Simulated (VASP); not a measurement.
# HfN in VASP: a series of runs

Runs on HfN. Level: PBEsol. Tasks: single point.

Everything below comes from runs of VASP 6.6.1. Logs are shortened: lines on timing, memory, paths and dates and some standing lists are left out, and cuts for length are marked.

## Step 1: The cell of the first run

The structure is hexagonal, space group P6_3/mmc (No. 194). The conventional cell has a = 3.134 Å, b = 3.134 Å, c = 5.417 Å, α = 90.00°, β = 90.00°, γ = 120.00°. Hf (site symmetry -6m2) has 6 N at 2.26 Å within 3.0 Å. N (site symmetry -3m) has 6 Hf at 2.26 Å and 2 N at 2.71 Å within 3.0 Å.

## Step 2: Single point, PBEsol

Input file INCAR:

```
SYSTEM = HfN
  PREC = Accurate
  ENCUT = 520
  EDIFF = 1E-6
  ISMEAR = -1
  SIGMA = 0.15
  LREAL = .FALSE.
  LASPH = .TRUE.
  NELM = 80
  ALGO = Normal
  ISIF = 2
  LWAVE = .FALSE.
  LCHARG = .TRUE.
  GGA = PS
  LELF = .TRUE.
  LVHAR = .TRUE.
  NBANDS = 23
```

Input file KPOINTS:

```
Automatic mesh
0
G
  9 9 5
  0 0 0
```

Input file POSCAR:

```
HfN
1.0
    3.1339080000      0.0000000000      0.0000000000
   -1.5669540000      2.7140440000      0.0000000000
    0.0000000000      0.0000000000      5.4167680000
Hf N
2 2
Direct
    0.6666666667      0.3333333333      0.7500000000
    0.3333333333      0.6666666667      0.2500000000
    0.0000000000      0.0000000000      0.0000000000
    0.0000000000      0.0000000000      0.5000000000
```

Potentials or basis: VASP PAW PBE potentials, release 64 (Hf_pv, N).

Launch:

```bash
> cat potpaw_PBE.64/Hf_pv/POTCAR potpaw_PBE.64/N/POTCAR > POTCAR
> mpirun -np 1 vasp_std > vasp.out
```

OUTCAR:

```text
SYSTEM = HfN
   PREC = Accurate
   ENCUT = 520
   EDIFF = 1E-6
   ISMEAR = -1
   LREAL = .FALSE.
   LASPH = .TRUE.
   NELM = 80
   ISIF = 2
   GGA = PS

 ion  position               nearest neighbor table
   1  0.667  0.333  0.750-   3 2.26   4 2.26   3 2.26   4 2.26   3 2.26   4 2.26   2 3.26   2 3.26
                             2 3.26   2 3.26   2 3.26   2 3.26
   2  0.333  0.667  0.250-   3 2.26   4 2.26   3 2.26   4 2.26   3 2.26   4 2.26   1 3.26   1 3.26
                             1 3.26   1 3.26   1 3.26   1 3.26
   3  0.000  0.000  0.000-   1 2.26   2 2.26   1 2.26   2 2.26   1 2.26   2 2.26
   4  0.000  0.000  0.500-   1 2.26   2 2.26   1 2.26   2 2.26   1 2.26   2 2.26

  LATTYP: Found a hexagonal cell.
 ALAT       =     3.1339080000
 C/A-ratio  =     1.7284387417

  Lattice vectors:

 A1 = (   3.1339080000,   0.0000000000,   0.0000000000)
 A2 = (  -1.5669540000,   2.7140440000,   0.0000000000)
 A3 = (   0.0000000000,   0.0000000000,   5.4167680000)

Analysis of symmetry for initial positions (statically):
=====================================================================
 Subroutine PRICEL returns:
 Original cell was already a primitive cell.

 Routine SETGRP: Setting up the symmetry group for a
 hexagonal supercell.

 Subroutine GETGRP returns: Found 24 space group operations
 (whereof 12 operations were pure point group operations)
 out of a pool of 24 trial point group operations.

The static configuration has the point symmetry D_3d.
 The point group associated with its full space group is D_6h.

Analysis of symmetry for dynamics (positions and initial velocities):
=====================================================================
 Subroutine PRICEL returns:
 Original cell was already a primitive cell.

 Routine SETGRP: Setting up the symmetry group for a
 hexagonal supercell.

 Subroutine GETGRP returns: Found 24 space group operations
 (whereof 12 operations were pure point group operations)
 out of a pool of 24 trial point group operations.

The dynamic configuration has the point symmetry D_3d.
 The point group associated with its full space group is D_6h.

 Subroutine INISYM returns: Found 24 space group operations
 (whereof 12 operations are pure point group operations),
 and found     1 'primitive' translations

----------------------------------------------------------------------------------------

                                     Primitive cell

  volume of cell :      46.0727

  direct lattice vectors                    reciprocal lattice vectors
[... 86 lines left out ...]
   LNONCOLLINEAR =      F non collinear calculations
   LSORBIT =      F    spin-orbit coupling
   LASPH  =      T    aspherical Exc in radial PAW
   ENCUT  =  520.0 eV  38.22 Ry    6.18 a.u.   5.83  5.83 10.07*2*pi/ulx,y,z
   NELM   =     80;   NELMIN=  2; NELMDL= -5     # of ELM steps
   EDIFF  = 0.1E-05   stopping-criterion for ELM
   LREAL  =      F    real-space projection
   EDIFFG = 0.1E-04   stopping-criterion for IOM
   NSW    =      0    number of steps for IOM
   IBRION =     -1    ionic relax: 0-MD 1-quasi-New 2-CG
   NFREE  =      0    steps in history (QN), initial steepest desc. (CG)
   ISIF   =      2    stress and relaxation
   ISYM   =      2    0-nonsym 1-usesym 2-fastsym
   POTIM  = 0.5000    time-step for ionic-motion
   TEBEG  =    0.0;   TEEND  =   0.0 temperature during run
   PSTRESS=    0.0 pullay stress
   NELECT =      30.0000    total number of electrons
   NUPDOWN=      -1.0000    fix difference up-down
   EMIN   =  10.00;   EMAX   =-10.00  energy-range for DOS
   EFERMI =   0.00;   METHOD = LEGACY
   ISMEAR =    -1;   SIGMA  =   0.15  broadening in eV -4-tet -1-fermi 0-gaus
   EFERMI_NEDOS =   21; number of points for ismear=-14 and -15
   IALGO  =     38    algorithm
   IMIX   =      4    mixing-type and parameters
     AMIX     =   0.40;   BMIX     =  1.00
     AMIX_MAG =   1.60;   BMIX_MAG =  1.00
  volume/ion in A,a.u.               =      11.52        77.73
  Fermi-wavevector in a.u.,A,eV,Ry     =   1.418951  2.681429 27.394277  2.013423
  Thomas-Fermi vector in A             =   2.540023
   LORBIT       =      0    0 simple, 1 ext, 2 COOP (PROOUT), +10 PAW based schemes
   GGA     = PS    functional components
   LHFCALC =     F    Hartree Fock is set to
   AEXX    =    0.0000 exact exchange contribution
   IVDW    =     0    specifies the selected vdW correction
   LEPSILON=     F    determine dielectric tensor
   LRPA    =     F    only Hartree local field effects (RPA)
 non-spin polarized calculation
  energy-cutoff  :      520.00
  volume of cell :       46.07
 maximum number of plane-waves:      1275
 NGX is ok and might be reduce to    24
   NGX = 11   NGY = 11   NGZ = 21

 number of electron      30.0000001 magnetization

 Free energy of the ion-electron system (eV)
  ---------------------------------------------------
  ext. energy  EPLUGINS =         0.00000000
  ---------------------------------------------------
  free energy    TOTEN  =       -45.89154410 eV

  energy without entropy =      -45.81639587  energy(sigma->0) =      -45.85396998

 E-fermi :   7.7618     XC(G=0): -12.9032

 val. band max:        7.6105035079   @ k =   0.1111   0.0000   0.2000
 cond. band min:       7.8026923877   @ k =   0.3333   0.0000   0.4000
 fundamental gap:      0.1921888799
 Fermi energy:         7.7618336822

 k-point     1 :       0.0000    0.0000    0.0000
  band No.  band energies     occupation
      1     -23.8795      2.00000
      2     -23.0081      2.00000
      3     -22.9054      2.00000
      4     -22.9054      2.00000
      5     -22.8438      2.00000
      6     -22.8438      2.00000
[... 613 lines left out ...]
     22      13.9301      0.00000
     23      15.5079      0.00000

 [... further k-points ...]
[... 5 lines left out ...]
  --------------------------------------------------------------------------------------
  -------------------------------------------------------------------------------------
  Total       -1.2591944     -1.2591944     -1.2515492      0.0000000      0.0000000     -0.0000000
  in kB      -43.7884927    -43.7884946    -43.5226332      0.0000000      0.0000000     -0.0000000
  external PRESSURE =     -43.6998735 kB  Pullay stress =       0.0000000 kB

 VOLUME and BASIS-vectors are now :
 -----------------------------------------------------------------------------
  energy-cutoff  :      520.00
  volume of cell :       46.07
      direct lattice vectors                 reciprocal lattice vectors
     3.133908000  0.000000000  0.000000000     0.319090414  0.184226932  0.000000000
    -1.566954000  2.714044000  0.000000000     0.000000000  0.368453864  0.000000000
     0.000000000  0.000000000  5.416768000     0.000000000  0.000000000  0.184611931

 POSITION                                       TOTAL-FORCE (eV/Angst)
 -----------------------------------------------------------------------------------
      1.56695      0.90468      4.06258        -0.000000     -0.000000      0.000000
     -0.00000      1.80936      1.35419        -0.000000      0.000000      0.000000
      0.00000      0.00000      0.00000         0.000000      0.000000      0.000000
      0.00000      0.00000      2.70838         0.000000      0.000000      0.000000
 -----------------------------------------------------------------------------------
    total drift:                               -0.000000      0.000000     -0.000000

  FREE ENERGIE OF THE ION-ELECTRON SYSTEM (eV)
  ---------------------------------------------------
  free  energy   TOTEN  =       -45.8915441037 eV

  energy  without entropy=      -45.8163958655  energy(sigma->0) =      -45.85396998
```

OSZICAR:

```text
N       E                     dE             d eps       ncg     rms          rms(c)
DAV:   1     0.106893907086E+03    0.10689E+03   -0.16441E+04  1656   0.130E+03
DAV:   2    -0.454682981071E+02   -0.15236E+03   -0.14435E+03  2140   0.312E+02
DAV:   3    -0.514283374405E+02   -0.59600E+01   -0.59149E+01  2177   0.490E+01
DAV:   4    -0.514790092521E+02   -0.50672E-01   -0.50637E-01  1908   0.498E+00
DAV:   5    -0.514796506814E+02   -0.64143E-03   -0.64133E-03  2266   0.469E-01    0.755E+01
DAV:   6    -0.460968808176E+02    0.53828E+01   -0.24271E+01  2017   0.254E+01    0.571E+01
DAV:   7    -0.459399103374E+02    0.15697E+00   -0.19191E+00  1923   0.835E+00    0.218E+01
DAV:   8    -0.458994352782E+02    0.40475E-01   -0.15498E-01  2134   0.247E+00    0.341E+00
DAV:   9    -0.458924636205E+02    0.69717E-02   -0.40239E-02  1838   0.115E+00    0.298E+00
DAV:  10    -0.458919337832E+02    0.52984E-03   -0.94594E-03  2067   0.595E-01    0.137E+00
DAV:  11    -0.458915427656E+02    0.39102E-03   -0.17626E-03  2050   0.262E-01    0.127E-01
DAV:  12    -0.458915448343E+02   -0.20687E-05   -0.84863E-05  2021   0.633E-02    0.144E-01
DAV:  13    -0.458915441037E+02    0.73063E-06   -0.78788E-06  1915   0.164E-02
   1 F= -.45891544E+02 E0= -.45853970E+02  d E =-.751482E-01
```

Wall time 15 s (1 thread of Intel Xeon 6975P-C (Granite Rapids), shared host); peak memory 0.17 GiB.

What came out:

| Property | Result |
| --- | --- |
| Free energy | -45.8915 eV |
| Pressure | -4.4 GPa |
| Band gap on the k mesh | zero (band 15 reaches 9.19 eV, above the bottom of band 16 at 7.52 eV) |

Caveat: the PAW data sets were made with another functional, which shifts forces and pressure a little; spin-orbit coupling is left out, which moves the levels of the heavy elements.

## Step 3: Single point, PBEsol

Input file INCAR:

```
ALGO = Normal ; EDIFF = 1E-7
ENCUT = 520 ; GGA = PS
ISIF = 2 ; ISMEAR = -1
LASPH = True ; LCHARG = True
LELF = True ; LREAL = False
LVHAR = True ; LWAVE = False
NBANDS = 23 ; NELM = 60
PREC = Accurate ; SIGMA = 0.15
```

Input file KPOINTS:

```
k-points
0
Gamma
  9 9 5
```

Edit POSCAR of step 2 so:

```diff
@@ -10,3 +10,3 @@
     0.3333333333      0.6666666667      0.2500000000
-    0.0000000000      0.0000000000      0.0000000000
+    0.0000000000      0.0000000000     -0.0036922386
     0.0000000000      0.0000000000      0.5000000000
```

Potentials or basis: VASP PAW PBE potentials, release 64 (Hf_pv, N).

Launch:

```bash
> cat potpaw_PBE.64/Hf_pv/POTCAR potpaw_PBE.64/N/POTCAR > POTCAR
> mpirun -np 1 vasp_std > vasp.out
```

OUTCAR:

```text
EDIFF = 1E-7
   ENCUT = 520
   GGA = PS
   ISIF = 2
   ISMEAR = -1
   LASPH = True
   LREAL = False
   NELM = 60
   PREC = Accurate

 ion  position               nearest neighbor table
   1  0.667  0.333  0.750-   3 2.25   3 2.25   3 2.25   4 2.26   4 2.26   4 2.26   2 3.26   2 3.26
                             2 3.26   2 3.26   2 3.26   2 3.26
   2  0.333  0.667  0.250-   4 2.26   4 2.26   4 2.26   3 2.27   3 2.27   3 2.27   1 3.26   1 3.26
                             1 3.26   1 3.26   1 3.26   1 3.26
   3  0.000  0.000  0.996-   1 2.25   1 2.25   1 2.25   2 2.27   2 2.27   2 2.27
   4  0.000  0.000  0.500-   1 2.26   2 2.26   1 2.26   2 2.26   1 2.26   2 2.26

  LATTYP: Found a hexagonal cell.
 ALAT       =     3.1339080000
 C/A-ratio  =     1.7284387417

  Lattice vectors:

 A1 = (   3.1339080000,   0.0000000000,   0.0000000000)
 A2 = (  -1.5669540000,   2.7140440000,   0.0000000000)
 A3 = (   0.0000000000,   0.0000000000,   5.4167680000)

Analysis of symmetry for initial positions (statically):
=====================================================================
 Subroutine PRICEL returns:
 Original cell was already a primitive cell.

[... 167 lines left out ...]
  ---------------------------------------------------
  free energy    TOTEN  =       -45.88835677 eV

  energy without entropy =      -45.81320913  energy(sigma->0) =      -45.85078295

 E-fermi :   7.7620     XC(G=0): -12.9031

 val. band max:        7.6106897516   @ k =   0.1111   0.0000   0.2000
 cond. band min:       7.8029426333   @ k =   0.0000   0.3333   0.4000
 fundamental gap:      0.1922528816
 Fermi energy:         7.7620419035

 k-point     1 :       0.0000    0.0000    0.0000
  band No.  band energies     occupation
      1     -23.8798      2.00000
      2     -23.0082      2.00000
      3     -22.9068      2.00000
      4     -22.9068      2.00000
      5     -22.8426      2.00000
      6     -22.8426      2.00000
[... 613 lines left out ...]
     22      13.3544      0.00000
     23      13.7467      0.00000

 [... further k-points ...]
[... 5 lines left out ...]
  --------------------------------------------------------------------------------------
  -------------------------------------------------------------------------------------
  Total       -1.2506394     -1.2506395     -1.2418770      0.0000000     -0.0000000      0.0000000
  in kB      -43.4909933    -43.4909952    -43.1862798      0.0000000     -0.0000000      0.0000000
  external PRESSURE =     -43.3894228 kB  Pullay stress =       0.0000000 kB

 VOLUME and BASIS-vectors are now :
 -----------------------------------------------------------------------------
  energy-cutoff  :      520.00
  volume of cell :       46.07
      direct lattice vectors                 reciprocal lattice vectors
     3.133908000  0.000000000  0.000000000     0.319090414  0.184226932  0.000000000
    -1.566954000  2.714044000  0.000000000     0.000000000  0.368453864  0.000000000
     0.000000000  0.000000000  5.416768000     0.000000000  0.000000000  0.184611931

 POSITION                                       TOTAL-FORCE (eV/Angst)
 -----------------------------------------------------------------------------------
      1.56695      0.90468      4.06258        -0.000000      0.000000     -0.102631
     -0.00000      1.80936      1.35419         0.000000     -0.000000     -0.098245
      0.00000      0.00000      5.39677         0.000000      0.000000      0.318556
      0.00000      0.00000      2.70838         0.000000     -0.000000     -0.117681
 -----------------------------------------------------------------------------------
    total drift:                               -0.000000     -0.000000      0.000206

  FREE ENERGIE OF THE ION-ELECTRON SYSTEM (eV)
  ---------------------------------------------------
  free  energy   TOTEN  =       -45.8883567699 eV

  energy  without entropy=      -45.8132091291  energy(sigma->0) =      -45.85078295
```

OSZICAR:

```text
N       E                     dE             d eps       ncg     rms          rms(c)
DAV:   1     0.109663876890E+03    0.10966E+03   -0.16523E+04  2300   0.130E+03
DAV:   2    -0.450791089109E+02   -0.15474E+03   -0.14641E+03  2949   0.314E+02
DAV:   3    -0.514214673155E+02   -0.63424E+01   -0.62900E+01  3012   0.509E+01
DAV:   4    -0.514768038565E+02   -0.55337E-01   -0.55293E-01  2625   0.516E+00
DAV:   5    -0.514774596395E+02   -0.65578E-03   -0.65568E-03  3134   0.467E-01    0.755E+01
DAV:   6    -0.460937247264E+02    0.53837E+01   -0.24269E+01  2782   0.254E+01    0.571E+01
DAV:   7    -0.459378198462E+02    0.15590E+00   -0.19373E+00  2714   0.840E+00    0.218E+01
DAV:   8    -0.458976759078E+02    0.40144E-01   -0.18785E-01  2999   0.277E+00    0.346E+00
DAV:   9    -0.458913736410E+02    0.63023E-02   -0.81209E-02  2881   0.162E+00    0.252E+00
DAV:  10    -0.458884053513E+02    0.29683E-02   -0.18280E-02  2832   0.779E-01    0.124E+00
DAV:  11    -0.458884180765E+02   -0.12725E-04   -0.27589E-03  2612   0.316E-01    0.353E-01
DAV:  12    -0.458883887231E+02    0.29353E-04   -0.74207E-05  2895   0.618E-02    0.275E-01
DAV:  13    -0.458883572224E+02    0.31501E-04   -0.15161E-04  2674   0.798E-02    0.698E-02
DAV:  14    -0.458883567049E+02    0.51742E-06   -0.11498E-05  2601   0.236E-02    0.181E-02
DAV:  15    -0.458883567699E+02   -0.64907E-07   -0.32390E-07  2844   0.406E-03
   1 F= -.45888357E+02 E0= -.45850783E+02  d E =-.751476E-01
```

stdout:

```text
POSCAR found type information on POSCAR HfN
 POSCAR found :  2 types and       4 ions
 scaLAPACK will be used
 -----------------------------------------------------------------------------
|                                                                             |
|                                                                             |
|     You enforced a specific xc type in the INCAR file but a different       |
|     I HOPE YOU KNOW WHAT YOU ARE DOING!                                     |
|                                                                             |
 -----------------------------------------------------------------------------

 LDA part: xc-table for (Slater+PW92), standard interpolation
 POSCAR, INCAR and KPOINTS ok, starting setup
 FFT: planning ... GRIDC
 FFT: planning ... GRID_SOFT
 FFT: planning ... GRID
 WAVECAR not read
 entering main loop
```

Wall time 20 s (1 thread of Intel Xeon 6975P-C (Granite Rapids), shared host); peak memory 0.18 GiB.

What came out:

| Property | Result |
| --- | --- |
| Free energy | -45.8884 eV |
| Pressure | -4.3 GPa |
| Largest force | 0.319 eV/Å |
| Band gap on the k mesh | zero (band 15 reaches 9.18 eV, above the bottom of band 16 at 7.52 eV) |

Forces on the atoms (eV/Å):
```
Hf   0.000  0.000 -0.103
Hf   0.000  0.000 -0.098
N    0.000  0.000  0.319
N    0.000  0.000 -0.118
```

Levels at points of the mesh, in eV from the Fermi level:
```
           k point  band 11  band 12  band 13  band 14  band 15  band 16  band 17  band 18  band 19  band 20
(0.00, 0.00, 0.00)    -4.73    -3.58    -3.58    -1.71    -0.63     0.71     0.71     1.05     1.83     1.83
```

Caveat: the PAW data sets were made with another functional, which shifts forces and pressure a little; spin-orbit coupling is left out, which moves the levels of the heavy elements.

(Continued in part 2 of 2.)
